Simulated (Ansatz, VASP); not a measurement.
# One calculation of AgCl, two programs

The input INCAR:

```
ALGO = Normal ; EDIFF = 1E-7
ENCUT = 520 ; GGA = PE
ISIF = 2 ; ISMEAR = 0
LASPH = True ; LCHARG = False
LREAL = False ; LWAVE = False
NBANDS = 16 ; NELM = 60
PREC = Accurate ; SIGMA = 0.05
```

File KPOINTS:

```
k-points
0
Gamma
  8 8 8
```

Contents of POSCAR:

```
AgCl
1.0
   -0.0277315000      2.7731500000      2.7731500000
    2.7454185000      0.0000000000      2.7454185000
    2.7731500000      2.7731500000     -0.0277315000
Ag Cl
1 1
Direct
    0.5000000000      0.5000000000      0.5000000000
    0.0000000000      0.0000000000      0.0000000000
```

Input for Ansatz:

```yaml
crystal:
  lattice:
    - [-0.0277315, 2.77315, 2.77315]
    - [2.7454185, 0.0, 2.7454185]
    - [2.77315, 2.77315, -0.0277315]
  atoms:
    - { symbol: Ag, position: [0.5, 0.5, 0.5] }
    - { symbol: Cl, position: [0.0, 0.0, 0.0] }
basis:
  ecutwfc: 420
kpoints:
  mp_grid: { grid: [8, 8, 8] }
hamiltonian:
  xc: pbe
scf:
  occupations: { method: gaussian, width: 0.05 }
output:
  forces: true
  stress: true
  eigenvalues: true
```

Change from the starting cell: strain -0.0200 x Voigt [0, 0, 0, 0, 1, 0], atoms carried along.

Alike in both runs: task single point; functional PBE; k mesh 8 × 8 × 8; occupations gaussian, width 0.05 eV; no spin polarisation.

```csv
,VASP,Ansatz
version,VASP 6.6.1,Ansatz 0.2.0
potentials or method,"VASP PAW PBE potentials, release 64 (Ag, Cl), cutoff 520 eV","scalar-relativistic, plane waves, PAW"
valence electrons in the cell,18,26
```

VASP gave:

| Quantity | Value |
| --- | --- |
| gap on the k mesh at the Fermi level (eV) | 0.89 |
| least direct gap on the mesh (eV) | 3.16 |
| pressure (GPa) | 1.5 |
| traceless stress, the component that is largest in VASP (GPa) | 0.11 |

Task: Estimate Ansatz's values.

Result: gap on the k mesh at the Fermi level (eV): 0.89; least direct gap on the mesh (eV): 3.17; pressure (GPa): 1.6; traceless stress, the component that is largest in VASP (GPa): 0.11.

The functional is the same, so the differences come from potentials, cutoffs and numerics. VASP's potentials hold 18 valence electrons a cell and Ansatz's 26, so a difference there can come from the potentials and not from the codes.
